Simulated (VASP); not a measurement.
# Eu: single point with LDA

The system is Eu.

```
CELL_PARAMETERS angstrom
-2.33331 2.33331 2.33331
2.33331 -2.33331 2.33331
2.33331 2.33331 -2.33331
ATOMIC_POSITIONS crystal
Eu 0.00000 0.00000 0.00000
```

| Item | Value |
| --- | --- |
| Program | VASP 6.6.1 |
| Task | single point |
| Functional | LDA |
| Potentials or basis | VASP PAW PBE potentials, release 64 (Eu) |
| Cutoff | 520 eV |
| k mesh | 8 × 8 × 8 |
| Occupations | fermi-dirac, width 0.05 eV |
| Spin | collinear spin, ferromagnetic start |
| Starting moments | [7.0] μB |
| Dipole correction | no |
| Further INCAR settings | ALGO = Normal; EDIFF = 1e-06; NBANDS = 18 |

| Quantity | Value |
| --- | --- |
| Pressure | -4.0 GPa |
| Net moment | 7.26 μB per cell |
| Site moments | Eu +6.71 μB |
| Valence electrons inside the program's atomic spheres | Eu 14.66 |

Levels at points of the mesh, in eV from the Fermi level:
Spin up:
```
           k point  band 8  band 9  band 10  band 11  band 12  band 13  band 14  band 15  band 16  band 17
(0.00, 0.00, 0.00)   -0.51   -0.39    -0.39    -0.39    -0.35     1.57     1.57     1.57     3.04     3.04
(0.50, 0.00, 0.00)   -0.48   -0.42    -0.41    -0.39    -0.38     0.46     0.52     2.85     3.48     4.79
(0.50, 0.50, 0.50)   -0.48   -0.48    -0.48    -0.37    -0.37    -0.37     4.10     4.10     4.10     4.37
```
Spin down:
```tsv
k point	band 3	band 4	band 5	band 6	band 7	band 8
(0.00, 0.00, 0.00)	-18.18	-18.18	-3.49	2.43	2.43	2.43
(0.50, 0.00, 0.00)	-18.28	-18.18	-0.91	1.05	1.20	3.60
(0.50, 0.50, 0.50)	-18.40	-18.40	-0.11	-0.11	3.50	3.50
```

It took 94 s on 1 thread of AMD EPYC 7R13, with other jobs on the host, peak memory 0.19 GiB.

Caveat: the cell stands under tension; the PAW data sets were made with another functional, which shifts forces and pressure a little; spin-orbit coupling is left out, which moves the levels of the heavy elements; semilocal functionals describe open f shells poorly, which spoils levels, moments and volumes. The state reached can hang on the start; a lower one may exist.
